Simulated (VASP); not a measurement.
Crystal: Zn.

```
Zn
1.0
    -1.59358    1.77662    1.74602
     1.50392   -1.50664    1.38638
     1.54411    1.45717   -1.47605
Zn
1
Direct
  0.00000 0.00000 0.00000
```

```yaml
Program: VASP 6.6.1
Task: relaxation of cell and atoms
Functional: PBE
Potentials_or_basis: VASP PAW PBE potentials, release 64 (Zn)
Cutoff: 600 eV
k_mesh: 11 × 12 × 12
Occupations: fermi-dirac, width 0.05 eV
Spin: no spin polarisation
```

At the start: pressure 2.3 GPa; volume 15.31 Å³/atom.

**Question.** Where does the relaxation end?

**Answer.** Over 33 steps the energy falls by 78.4 meV/atom and the volume is 15.51 Å³/atom (+1.3 %); space group P-1 (No. 2, to 0.1 Å) before, Immm (No. 71, to 0.1 Å).

The path:
```csv
step,energy change (eV),largest force (eV/Å),pressure (GPa),volume (Å³)
1,0.0000,0.0000,2.28,15.31
2,-0.0149,0.0000,0.08,15.79
3,-0.0165,0.0000,-1.50,16.06
4,-0.0257,0.0000,-1.38,15.83
5,-0.0382,0.0000,0.76,15.36
6,-0.0428,0.0000,6.29,14.34
7,-0.0456,0.0000,4.08,14.74
8,-0.0481,0.0000,3.34,14.73
9,-0.0561,0.0000,3.89,14.70
10,-0.0584,0.0000,5.12,14.61
11,-0.0613,0.0000,4.92,14.66
12,-0.0669,0.0000,3.89,14.83
13,-0.0764,0.0000,0.81,15.34
14,-0.0774,0.0000,0.40,15.52
15,-0.0772,0.0000,-0.42,15.73
16,-0.0775,0.0000,-0.51,15.65
17,-0.0775,0.0000,-0.20,15.58
18,-0.0775,0.0000,-0.14,15.57
19,-0.0777,0.0000,-0.41,15.56
20,-0.0781,0.0000,0.06,15.53
21,-0.0779,0.0000,0.17,15.46
22,-0.0782,0.0000,0.14,15.50
23,-0.0783,0.0000,0.50,15.52
24,-0.0783,0.0000,-0.16,15.57
25,-0.0783,0.0000,-0.42,15.56
26,-0.0783,0.0000,-0.68,15.54
27,-0.0783,0.0000,-0.35,15.53
28,-0.0783,0.0000,-0.23,15.53
29,-0.0784,0.0000,-0.53,15.51
30,-0.0783,0.0000,0.12,15.48
31,-0.0784,0.0000,0.64,15.50
32,-0.0784,0.0000,0.39,15.51
33,-0.0784,0.0000,-0.05,15.51
```

Final structure:
```cif
data_structure
_symmetry_space_group_name_H-M 'P 1'
_symmetry_Int_Tables_number 1
_cell_length_a 2.7970
_cell_length_b 2.7726
_cell_length_c 2.7681
_cell_angle_alpha 123.917
_cell_angle_beta 97.204
_cell_angle_gamma 108.956
_cell_volume 15.51
loop_
_atom_site_label
_atom_site_type_symbol
_atom_site_fract_x
_atom_site_fract_y
_atom_site_fract_z
_atom_site_occupancy
Zn1 Zn 0.00000 0.00000 0.00000 1
```
